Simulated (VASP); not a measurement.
# Al12H in VASP: notebook

The runs below take Al12H through relaxation of the atoms, single point, with PBE.

Everything below comes from runs of VASP 6.6.1. Logs are shortened: lines on timing, memory, paths and dates and some standing lists are left out, and cuts for length are marked.

## 1. The cell of the first run

The cell holds a slab with vacuum, 13 atoms: a = 5.714 Å, b = 5.714 Å, c = 20.102 Å, α = 90.00°, β = 90.00°, γ = 120.00°.

## 2. Relaxation of the atoms, PBE

Input file INCAR:

```
  PREC = Accurate
  ENCUT = 450
  EDIFF = 1E-7
  ISMEAR = 0
  SIGMA = 0.1
  LREAL = F
  LASPH = T
  NELM = 120
  ALGO = Normal
  ISIF = 2
  LWAVE = F
  LCHARG = F
  LDIPOL = T
  IDIPOL = 3
  DIPOL = 0.5 0.5 0.326
  GGA = PE
  IBRION = 2
  NSW = 36
  EDIFFG = -0.025
  GGA_COMPAT = F
  NELMIN = 4
  NELMDL = -8
  KPAR = 4
```

Input file KPOINTS:

```
Automatic mesh
0
Gamma
  6 6 1
```

Input file POSCAR:

```
Al12H
1.0
    5.7143028096      0.0000000000      0.0000000000
   -2.8571514048      4.9487313980      0.0000000000
    0.0000000000      0.0000000000     20.1016424764
Al H
12 1
Selective dynamics
Direct
    0.3333333333      0.1666666667      0.1989887147  F F F
    0.3333333333      0.6666666667      0.1989887147  F F F
    0.8333333333      0.1666666667      0.1989887147  F F F
    0.8333333333      0.6666666667      0.1989887147  F F F
    0.1666666667      0.3333333333      0.3134533099  F F F
    0.1666666667      0.8333333333      0.3134533099  F F F
    0.6666666667      0.3333333333      0.3134533099  F F F
    0.6666666667      0.8333333333      0.3134533099  F F F
    0.0000000000      0.0000000000      0.4279074452  F F F
    0.0000000000      0.5000000000      0.4279074452  F F F
    0.5000000000      0.0000000000      0.4279074452  F F F
    0.5000000000      0.5000000000      0.4279074452  F F F
    0.2500000000      0.1666666667      0.4790172867  F F T
```

Potentials or basis: VASP PAW PBE potentials, release 64 (Al, H).

The run is started by

```console
$ cat potpaw_PBE.64/Al/POTCAR potpaw_PBE.64/H/POTCAR > POTCAR
$ mpirun -np 4 vasp_std > vasp.out
```

OUTCAR:

```text
PREC = Accurate
   ENCUT = 450
   EDIFF = 1E-7
   ISMEAR = 0
   LREAL = F
   LASPH = T
   NELM = 120
   ISIF = 2
   GGA = PE
   IBRION = 2
   NSW = 36
   EDIFFG = -0.025
   NELMIN = 4
   NELMDL = -8

 ion  position               nearest neighbor table
   1  0.333  0.167  0.199-   5 2.83   6 2.83   7 2.83   4 2.86   2 2.86   2 2.86   4 2.86   3 2.86
                             3 2.86
   2  0.333  0.667  0.199-   6 2.83   5 2.83   8 2.83   3 2.86   1 2.86   1 2.86   3 2.86   4 2.86
                             4 2.86
   3  0.833  0.167  0.199-   7 2.83   8 2.83   5 2.83   4 2.86   2 2.86   4 2.86   2 2.86   1 2.86
                             1 2.86
   4  0.833  0.667  0.199-   8 2.83   7 2.83   6 2.83   3 2.86   1 2.86   3 2.86   1 2.86   2 2.86
                             2 2.86
   5  0.167  0.333  0.313-   9 2.83  12 2.83  10 2.83   1 2.83   2 2.83   3 2.83   8 2.86   6 2.86
                             6 2.86   8 2.86   7 2.86   7 2.86
   6  0.167  0.833  0.313-  10 2.83  11 2.83   9 2.83   2 2.83   1 2.83   4 2.83   7 2.86   5 2.86
                             5 2.86   7 2.86   8 2.86   8 2.86
   7  0.667  0.333  0.313-  11 2.83  10 2.83  12 2.83   3 2.83   4 2.83   1 2.83   8 2.86   6 2.86
                             8 2.86   6 2.86   5 2.86   5 2.86
   8  0.667  0.833  0.313-  12 2.83   9 2.83  11 2.83   4 2.83   3 2.83   2 2.83   7 2.86   5 2.86
                             7 2.86   5 2.86   6 2.86   6 2.86
   9  0.000  0.000  0.428-  13 1.63   5 2.83   8 2.83   6 2.83  12 2.86  10 2.86  10 2.86  12 2.86
                            11 2.86  11 2.86
  10  0.000  0.500  0.428-   6 2.83   7 2.83   5 2.83   9 2.86  11 2.86   9 2.86  11 2.86  12 2.86
                            12 2.86
  11  0.500  0.000  0.428-   7 2.83   6 2.83   8 2.83  10 2.86  12 2.86  12 2.86  10 2.86   9 2.86
                             9 2.86
  12  0.500  0.500  0.428-  13 2.00   8 2.83   5 2.83   7 2.83  11 2.86   9 2.86  11 2.86   9 2.86
                            10 2.86  10 2.86
  13  0.250  0.167  0.479-   9 1.63  12 2.00

  LATTYP: Found a hexagonal cell.
 ALAT       =     5.7143028096
 C/A-ratio  =     3.5177769093

  Lattice vectors:

 A1 = (   5.7143028096,   0.0000000000,   0.0000000000)
 A2 = (  -2.8571514048,   4.9487313980,   0.0000000000)
 A3 = (   0.0000000000,   0.0000000000,  20.1016424764)

Analysis of symmetry for initial positions (statically):
=====================================================================
 Subroutine PRICEL returns:
 Original cell was already a primitive cell.

 Routine SETGRP: Setting up the symmetry group for a
 hexagonal supercell.

 Subroutine GETGRP returns: Found  1 space group operations
 (whereof  1 operations were pure point group operations)
 out of a pool of 24 trial point group operations.

The static configuration has the point symmetry C_1 .

Analysis of symmetry for dynamics (positions and initial velocities):
=====================================================================
 Subroutine PRICEL returns:
 Original cell was already a primitive cell.

 Routine SETGRP: Setting up the symmetry group for a
 hexagonal supercell.

 Subroutine GETGRP returns: Found  1 space group operations
 (whereof  1 operations were pure point group operations)
 out of a pool of 24 trial point group operations.

The dynamic configuration has the point symmetry C_1 .

Analysis of constrained symmetry for selective dynamics:
=====================================================================
 Subroutine PRICEL returns:
 Original cell was already a primitive cell.

 Routine SETGRP: Setting up the symmetry group for a
 hexagonal supercell.

 Subroutine GETGRP returns: Found  1 space group operations
 (whereof  1 operations were pure point group operations)
 out of a pool of 24 trial point group operations.

The constrained configuration has the point symmetry C_1 .

 Subroutine INISYM returns: Found  1 space group operations
 (whereof  1 operations are pure point group operations),
 and found     1 'primitive' translations

----------------------------------------------------------------------------------------

                                     Primitive cell

  volume of cell :     568.4453

  direct lattice vectors                    reciprocal lattice vectors
     5.714302810  0.000000000  0.000000000     0.174999476  0.101035995  0.000000000
    -2.857151405  4.948731398  0.000000000     0.000000000  0.202071990  0.000000000
[... 84 lines left out ...]
   k-points           NKPTS =     20   k-points in BZ     NKDIM =     20   number of bands    NBANDS=     25
   number of dos      NEDOS =    301   number of ions     NIONS =     13
   total plane-waves  NPLWV = 224000
   dimension x,y,z NGX =    40 NGY =   40 NGZ =  140
   dimension x,y,z NGXF=    80 NGYF=   80 NGZF=  280
   ions per type =              12   1
   NGX,Y,Z   is equivalent  to a cutoff of  11.64, 11.64, 11.58 a.u.
   NGXF,Y,Z  is equivalent  to a cutoff of  23.27, 23.27, 23.16 a.u.
 SYSTEM =  unknown system
   PREC   = accura    normal or accurate (medium, high low for compatibility)
   ISTART =      0    job   : 0-new  1-cont  2-samecut
   ICHARG =      2    charge: 1-file 2-atom 10-const
   ISPIN  =      1    spin polarized calculation?
   LNONCOLLINEAR =      F non collinear calculations
   LSORBIT =      F    spin-orbit coupling
   LASPH  =      T    aspherical Exc in radial PAW
   ENCUT  =  450.0 eV  33.07 Ry    5.75 a.u.   9.88  9.88 34.77*2*pi/ulx,y,z
   NELM   =    120;   NELMIN=  4; NELMDL= -8     # of ELM steps
   EDIFF  = 0.1E-06   stopping-criterion for ELM
   LREAL  =      F    real-space projection
   EDIFFG = -.3E-01   stopping-criterion for IOM
   NSW    =     36    number of steps for IOM
   IBRION =      2    ionic relax: 0-MD 1-quasi-New 2-CG
   NFREE  =      1    steps in history (QN), initial steepest desc. (CG)
   ISIF   =      2    stress and relaxation
   ISYM   =      2    0-nonsym 1-usesym 2-fastsym
   POTIM  = 0.5000    time-step for ionic-motion
   TEBEG  =    0.0;   TEEND  =   0.0 temperature during run
   PSTRESS=    0.0 pullay stress
   NELECT =      37.0000    total number of electrons
   NUPDOWN=      -1.0000    fix difference up-down
   EMIN   =  10.00;   EMAX   =-10.00  energy-range for DOS
   EFERMI =   0.00;   METHOD = LEGACY
   ISMEAR =     0;   SIGMA  =   0.10  broadening in eV -4-tet -1-fermi 0-gaus
   EFERMI_NEDOS =   21; number of points for ismear=-14 and -15
   IALGO  =     38    algorithm
   IMIX   =      4    mixing-type and parameters
     AMIX     =   0.40;   BMIX     =  1.00
     AMIX_MAG =   1.60;   BMIX_MAG =  1.00
  volume/ion in A,a.u.               =      43.73       295.08
  Fermi-wavevector in a.u.,A,eV,Ry     =   0.658535  1.244452  5.900425  0.433669
  Thomas-Fermi vector in A             =   1.730388
   LORBIT       =      0    0 simple, 1 ext, 2 COOP (PROOUT), +10 PAW based schemes
   GGA     = PE    functional components
   LHFCALC =     F    Hartree Fock is set to
   AEXX    =    0.0000 exact exchange contribution
   IVDW    =     0    specifies the selected vdW correction
   LEPSILON=     F    determine dielectric tensor
   LRPA    =     F    only Hartree local field effects (RPA)
 conjugate gradient relaxation of ions
 non-spin polarized calculation
 Gauss-broadening in eV      SIGMA  =   0.10
  energy-cutoff  :      450.00
  volume of cell :      568.45
 maximum number of plane-waves:     12344
   NGX = 19   NGY = 19   NGZ = 69

--------------------------------------- Ionic step        1  -------------------------------------------

 number of electron      37.0000000 magnetization

 Free energy of the ion-electron system (eV)
  ---------------------------------------------------
  ext. energy  EPLUGINS =         0.00000000
  ---------------------------------------------------
  free energy    TOTEN  =       -45.09664808 eV

  energy without entropy =      -45.07465388  energy(sigma->0) =      -45.08565098

------------------------ aborting loop because EDIFF is reached ----------------------------------------

  FORCE on cell =-STRESS in cart. coord.  units (eV):
  Direction    XX          YY          ZZ          XY          YZ          ZX
  --------------------------------------------------------------------------------------
  -------------------------------------------------------------------------------------
  Total       -1.7421288     -2.2058220      1.1097146      0.4648040      0.3955835      0.7036252
  in kB       -4.9102337     -6.2171645      3.1277586      1.3100618      1.1149619      1.9831853
  external PRESSURE =      -2.6665466 kB  Pullay stress =       0.0000000 kB
[... 75 lines left out ...]
  FREE ENERGIE OF THE ION-ELECTRON SYSTEM (eV)
  ---------------------------------------------------
  free  energy   TOTEN  =       -45.1094339727 eV

  energy  without entropy=      -45.0883981107  energy(sigma->0) =      -45.09891604

 dipolmoment           0.000000      0.000000     -0.003436 electrons x Angstroem

--------------------------------------- Ionic step        3  -------------------------------------------

 number of electron      36.9999999 magnetization

------------------------ aborting loop because EDIFF is reached ----------------------------------------
[... 42 lines left out ...]
--------------------------------------- Ionic step        4  -------------------------------------------

 number of electron      37.0000000 magnetization

 dipolmoment           0.000000      0.000000      0.003784 electrons x Angstroem

 Free energy of the ion-electron system (eV)
  ---------------------------------------------------
  ext. energy  EPLUGINS =         0.00000000
  ---------------------------------------------------
  free energy    TOTEN  =       -45.13048427 eV

  energy without entropy =      -45.11300236  energy(sigma->0) =      -45.12174331

 E-fermi :   0.2791     XC(G=0):  -4.4631

 val. band max:        0.2510005815   @ k =  -0.1667   0.3333   0.0000
 cond. band min:       0.3004687155   @ k =  -0.3333   0.1667   0.0000
 fundamental gap:      0.0494681341
 Fermi energy:         0.2791057252

 k-point     1 :       0.0000    0.0000    0.0000
  band No.  band energies     occupation
      1     -10.3721      2.00000
      2      -8.8159      2.00000
      3      -6.5022      2.00000
      4      -4.8637      2.00000
      5      -4.4559      2.00000
      6      -4.4468      2.00000
[... 549 lines left out ...]
     24       2.3523      0.00000
     25       3.0264      0.00000

------------------------ aborting loop because EDIFF is reached ----------------------------------------

 vacuum level on the upper side and lower side of the slab       (xc-potential included)        -0.012        -0.043

  FORCE on cell =-STRESS in cart. coord.  units (eV):
  Direction    XX          YY          ZZ          XY          YZ          ZX
  --------------------------------------------------------------------------------------
  -------------------------------------------------------------------------------------
  Total       -2.3031542     -2.7667823      0.6700763      0.1006300      0.1567898      0.3321783
  in kB       -6.4914978     -7.7982453      1.8886269      0.2836282      0.4419159      0.9362530
  external PRESSURE =      -4.1337054 kB  Pullay stress =       0.0000000 kB
[... 28 lines left out ...]
  FREE ENERGIE OF THE ION-ELECTRON SYSTEM (eV)
  ---------------------------------------------------
  free  energy   TOTEN  =       -45.1304842674 eV

  energy  without entropy=      -45.1130023598  energy(sigma->0) =      -45.12174331

 reached required accuracy - stopping structural energy minimisation

 vacuum level on the upper side and lower side of the slab         4.231         4.201
```

It took 5.4 min on 4 MPI ranks of Intel Xeon Platinum 8259CL at 2.50GHz (Skylake/Cascade Lake), shared host; peak memory 0.65 GiB.

Results:

```yaml
Free_energy: -45.1305 eV
Energy_gained_by_relaxing: 2.6 meV/atom
Ionic_steps: 4
Band_gap_on_the_k_mesh: zero (an odd number of electrons rules out a gap without spin polarisation)
```

The path:
```csv
step,energy change (eV),largest force on free atoms (eV/Å),pressure (GPa)
1,0.0000,0.5454,-0.27
2,-0.0128,0.4272,-0.30
3,-0.0329,0.0871,-0.39
4,-0.0338,0.0039,-0.41
```

Final structure:
```yaml
crystal:
  lattice:
    - [5.71430, 0.00000, 0.00000]
    - [-2.85715, 4.94873, 0.00000]
    - [0.00000, 0.00000, 20.10164]
  atoms:
    - { symbol: Al, position: [0.33333, 0.16667, 0.19899] }
    - { symbol: Al, position: [0.33333, 0.66667, 0.19899] }
    - { symbol: Al, position: [0.83333, 0.16667, 0.19899] }
    - { symbol: Al, position: [0.83333, 0.66667, 0.19899] }
    - { symbol: Al, position: [0.16667, 0.33333, 0.31345] }
    - { symbol: Al, position: [0.16667, 0.83333, 0.31345] }
    - { symbol: Al, position: [0.66667, 0.33333, 0.31345] }
    - { symbol: Al, position: [0.66667, 0.83333, 0.31345] }
    - { symbol: Al, position: [0.00000, 0.00000, 0.42791] }
    - { symbol: Al, position: [0.00000, 0.50000, 0.42791] }
    - { symbol: Al, position: [0.50000, 0.00000, 0.42791] }
    - { symbol: Al, position: [0.50000, 0.50000, 0.42791] }
    - { symbol: H, position: [0.25000, 0.16667, 0.48526] }
```

## 3. Single point, PBE

Input file INCAR:

```
SYSTEM = Al12H
ALGO = Normal
DIPOL = 0.5 0.5 0.327
EDIFF = 1E-7
ENCUT = 520
GGA = PE
IDIPOL = 3
ISIF = 2
ISMEAR = 0
LASPH = .True.
LCHARG = .False.
LDIPOL = .True.
LREAL = .False.
LWAVE = .False.
NBANDS = 30
NELM = 60
PREC = Accurate
SIGMA = 0.1
```

Input file KPOINTS:

```
k-points
0
Gamma
  6 6 1
  0 0 0
```

Input file POSCAR:

```
Al12H
1.0
    5.7143028096      0.0000000000      0.0000000000
   -2.8571514048      4.9487313980      0.0000000000
    0.0000000000      0.0000000000     20.1016424764
Al H
12 1
Direct
    0.3333333333      0.1666666667      0.1989887147
    0.3333333333      0.6666666667      0.1989887147
    0.8333333333      0.1666666667      0.1989887147
    0.8333333333      0.6666666667      0.1989887147
    0.1666666667      0.3333333333      0.3134533099
    0.1666666667      0.8333333333      0.3134533099
    0.6666666667      0.3333333333      0.3134533099
    0.6666666667      0.8333333333      0.3134533099
    0.0000000000      0.0000000000      0.4279074452
    0.0000000000      0.5000000000      0.4279074452
    0.5000000000      0.0000000000      0.4279074452
    0.5000000000      0.5000000000      0.4279074452
    0.0000000000      0.1666666667      0.4959313275
```

Potentials or basis: VASP PAW PBE potentials, release 64 (Al, H).

The run is started by

```console
$ cat potpaw_PBE.64/Al/POTCAR potpaw_PBE.64/H/POTCAR > POTCAR
$ mpirun -np 1 vasp_std > vasp.out
```

OUTCAR:

```text
SYSTEM = Al12H
   EDIFF = 1E-7
   ENCUT = 520
   GGA = PE
   ISIF = 2
   ISMEAR = 0
   LASPH = .True.
   LREAL = .False.
   NELM = 60
   PREC = Accurate

 ion  position               nearest neighbor table
   1  0.333  0.167  0.199-   5 2.83   6 2.83   7 2.83   4 2.86   2 2.86   2 2.86   4 2.86   3 2.86
                             3 2.86
   2  0.333  0.667  0.199-   6 2.83   5 2.83   8 2.83   3 2.86   1 2.86   1 2.86   3 2.86   4 2.86
                             4 2.86
   3  0.833  0.167  0.199-   7 2.83   8 2.83   5 2.83   4 2.86   2 2.86   4 2.86   2 2.86   1 2.86
                             1 2.86
   4  0.833  0.667  0.199-   8 2.83   7 2.83   6 2.83   3 2.86   1 2.86   3 2.86   1 2.86   2 2.86
                             2 2.86
[... 908 lines left out ...]
    -2.857151405  4.948731398  0.000000000     0.000000000  0.202071990  0.000000000
     0.000000000  0.000000000 20.101642476     0.000000000  0.000000000  0.049747179

 POSITION                                       TOTAL-FORCE (eV/Angst)
 -----------------------------------------------------------------------------------
      1.42858      0.82479      4.00000         0.068360      0.024180     -0.099353
     -0.00000      3.29915      4.00000         0.026271      0.038746     -0.069175
      4.28573      0.82479      4.00000        -0.080732     -0.027170     -0.017245
      2.85715      3.29915      4.00000        -0.039334     -0.030474     -0.116646
      0.00000      1.64958      6.30093        -0.014609      0.064043      0.263342
     -1.42858      4.12394      6.30093         0.126921     -0.050333     -0.060699
      2.85715      1.64958      6.30093        -0.005305      0.094638     -0.044509
      1.42858      4.12394      6.30093        -0.042194     -0.037055      0.066757
      0.00000      0.00000      8.60164         0.224422     -0.222173      0.218683
     -1.42858      2.47437      8.60164        -0.028359      0.117598      0.064887
      2.85715      0.00000      8.60164        -0.318170     -0.106543     -0.132191
      1.42858      2.47437      8.60164         0.186321      0.084038     -0.070935
     -0.47619      0.82479      9.96903        -0.103592      0.050506     -0.002919
 -----------------------------------------------------------------------------------
    total drift:                                0.000034      0.000001     -0.000261

  FREE ENERGIE OF THE ION-ELECTRON SYSTEM (eV)
  ---------------------------------------------------
  free  energy   TOTEN  =       -45.0448703813 eV

  energy  without entropy=      -45.0281525494  energy(sigma->0) =      -45.03651147

 vacuum level on the upper side and lower side of the slab         4.331         4.086
```

OSZICAR:

```text
N       E                     dE             d eps       ncg     rms          rms(c)
DAV:   1     0.120838301717E+03    0.12084E+03   -0.10952E+04  1200   0.857E+02
DAV:   2    -0.386736641007E+02   -0.15951E+03   -0.15347E+03  1672   0.148E+02
DAV:   3    -0.470219262502E+02   -0.83483E+01   -0.80922E+01  1494   0.338E+01
[... 16 lines left out ...]
DAV:  20    -0.450448064095E+02   -0.12741E-03   -0.15204E-05  1468   0.105E-02    0.153E-03
DAV:  21    -0.450448537442E+02   -0.47335E-04   -0.52618E-06  1468   0.543E-03    0.121E-03
DAV:  22    -0.450448665235E+02   -0.12779E-04   -0.12002E-06  1456   0.268E-03    0.615E-04
DAV:  23    -0.450448697454E+02   -0.32219E-05   -0.29973E-07  1254   0.143E-03    0.360E-04
DAV:  24    -0.450448703820E+02   -0.63661E-06   -0.65539E-08  1120   0.778E-04    0.186E-04
DAV:  25    -0.450448703813E+02    0.67166E-09   -0.15721E-08  1146   0.500E-04
   1 F= -.45044870E+02 E0= -.45036511E+02  d E =-.167178E-01
```

It took 28 min on 1 thread of Intel Xeon 8259CL, shared host; peak memory 0.7 GiB.

Results:

| Item | Value |
| --- | --- |
| Free energy | -45.0449 eV |
| Largest force | 0.384 eV/Å |
| Band gap on the k mesh | zero (an odd number of electrons rules out a gap without spin polarisation) |

Forces in eV/Å, atoms in the order of the input:
```
Al   0.068  0.024 -0.099
Al   0.026  0.039 -0.069
Al  -0.081 -0.027 -0.017
Al  -0.039 -0.030 -0.117
Al  -0.015  0.064  0.263
Al   0.127 -0.050 -0.061
Al  -0.005  0.095 -0.045
Al  -0.042 -0.037  0.067
Al   0.224 -0.222  0.219
Al  -0.028  0.118  0.065
Al  -0.318 -0.107 -0.132
Al   0.186  0.084 -0.071
H   -0.104  0.051 -0.003
```

Levels at points of the mesh, in eV from the Fermi level:
```csv
k point,band 14,band 15,band 16,band 17,band 18,band 19,band 20,band 21,band 22,band 23
"(0.00, 0.00, 0.00)",-2.88,-2.79,-2.76,-1.63,-0.45,-0.40,-0.31,-0.19,-0.17,0.25
"(0.50, 0.00, 0.00)",-1.66,-0.61,-0.53,-0.33,-0.26,0.14,0.89,0.94,1.26,1.44
"(0.00, 0.50, 0.00)",-1.67,-0.58,-0.53,-0.35,-0.26,0.02,0.89,0.92,1.28,1.44
"(0.50, 0.50, 0.00)",-1.67,-0.61,-0.53,-0.49,-0.25,0.17,0.91,1.05,1.26,1.49
```

The gap in the log of VASP goes by the Fermi energy; the results here count the filled bands.